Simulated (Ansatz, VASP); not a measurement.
# One calculation of Cu, two programs

```xyz
2
Lattice="2.6175 0.0000 0.0000 -1.3087 2.2668 0.0000 0.0000 0.0000 4.2746" Properties=species:S:1:pos:R:3 pbc="T T T"
Cu    0.0000    1.5112    1.0686
Cu    1.3087    0.7556    3.2059
```

Alike in both runs: task single point; functional PBEsol; k mesh 24 × 24 × 12; occupations gaussian, width 0.15 eV; no spin polarisation.

|  | VASP | Ansatz |
| --- | --- | --- |
| version | VASP 6.6.1 | Ansatz 0.2.0 |
| potentials or method | VASP PAW PBE potentials, release 64 (Cu), cutoff 520 eV | scalar-relativistic, plane waves, PAW |
| valence electrons in the cell | 22 | 38 |

Ansatz gave:

* gap on the k mesh at the Fermi level (eV): none
* pressure (GPa): -14.2
* traceless stress, the component that is largest in VASP (GPa): 0.42

Problem. What did VASP give for the same quantities?

Solution. gap on the k mesh at the Fermi level (eV): none; pressure (GPa): -13.6; traceless stress, the component that is largest in VASP (GPa): 0.41.

VASP's potentials were made for PBE, not for PBEsol. A gap of «none» marks a metal or a gap that the smearing closes. VASP's potentials hold 22 valence electrons a cell and Ansatz's 38, so a difference there can come from the potentials and not from the codes.
